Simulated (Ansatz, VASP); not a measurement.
GdO in VASP and in Ansatz

File INCAR:

```
SYSTEM = GdO
  ALGO = Normal
  EDIFF = 1E-6
  ENCUT = 520
  GGA = PE
  ISIF = 2
  ISMEAR = -1
  ISPIN = 2
  LASPH = .True.
  LCHARG = .False.
  LDAU = .True.
  LDAUJ = 0 0
  LDAUL = 3 -1
  LDAUPRINT = 1
  LDAUTYPE = 2
  LDAUU = 1 0
  LMAXMIX = 6
  LORBIT = 11
  LREAL = .False.
  LWAVE = .False.
  MAGMOM = 7 0
  NBANDS = 23
  NELM = 150
  PREC = Accurate
  SIGMA = 0.05
```

KPOINTS

```
k-points
0
Gamma
  9 9 9
  0 0 0
```

POSCAR

```
GdO
1.0
    0.0000000000      2.7000000000      2.7000000000
    2.7000000000      0.0000000000      2.7000000000
    2.7000000000      2.7000000000      0.0000000000
Gd O
1 1
Direct
    0.0000000000      0.0000000000      0.0000000000
    0.7500000000      0.7500000000      0.7500000000
```

File input.yaml:

```yaml
crystal:
  lattice:
    - [0.0, 2.7, 2.7]
    - [2.7, 0.0, 2.7]
    - [2.7, 2.7, 0.0]
  atoms:
    - { symbol: Gd, position: [0.0, 0.0, 0.0], spin: 7.0 }
    - { symbol: O, position: [0.75, 0.75, 0.75] }
hamiltonian:
  xc: pbe
  pseudopotentials: { kind: paw }
  hubbard: { sites: [{ species: Gd, l: f, u_eff: 1.0 }] }
magnetization:
  spin_polarized: true
kpoints:
  mp_grid: { grid: [9, 9, 9] }
  band_path:
    path:
      - [[0.0, 0.0, 0.0], [0.5, 0.0, 0.5], [0.5, 0.25, 0.75], [0.375, 0.375, 0.75], [0.0, 0.0, 0.0], [0.5, 0.5, 0.5], [0.625, 0.25, 0.625], [0.5, 0.25, 0.75], [0.5, 0.5, 0.5], [0.375, 0.375, 0.75]]
      - [[0.625, 0.25, 0.625], [0.5, 0.0, 0.5]]
    npoints: 14
scf:
  occupations: { method: fermi_dirac, width: 0.05 }
  n_extra_bands: 6
output:
  forces: true
  stress: true
  eigenvalues: true
  fatbands: false
  write_density: true
  write_potential: true
  elf: true
  volumetric_format: npy
```

Alike in both runs: functional PBE; k mesh 9 × 9 × 9; occupations fermi-dirac, width 0.05 eV; collinear spin; Hubbard terms Gd f U = 1.0 eV.

```csv
,VASP,Ansatz
version,VASP 6.6.1,Ansatz 0.2.0
potentials or method,"VASP PAW PBE potentials, release 64 (Gd, O)",Ansatz PAW
plane-wave cutoff (eV),520,420
valence electrons in the cell,24,24
task,single point,band structure
```

|  | VASP | Ansatz | Ansatz less VASP |
| --- | --- | --- | --- |
| gap on the k mesh at the Fermi level (eV) | none | none | - |
| pressure (GPa) | -0.6 | -0.6 | -0.02 |
| net moment per atom (μB) | 3.88 | 3.86 | -0.013 |
| size of the moment on the site where the two differ most (μB) | 6.97 | 6.92 | -0.053 |

Site moments also hang on the region over which each program counts them. The programs project onto different local orbitals, so the same U acts differently, and such runs can settle in different states. A gap of «none» marks a metal or a gap that the smearing closes.

Spin-orbit coupling is off throughout. Noted on Ansatz's run: the magnetic or orbital state may not be the lowest.
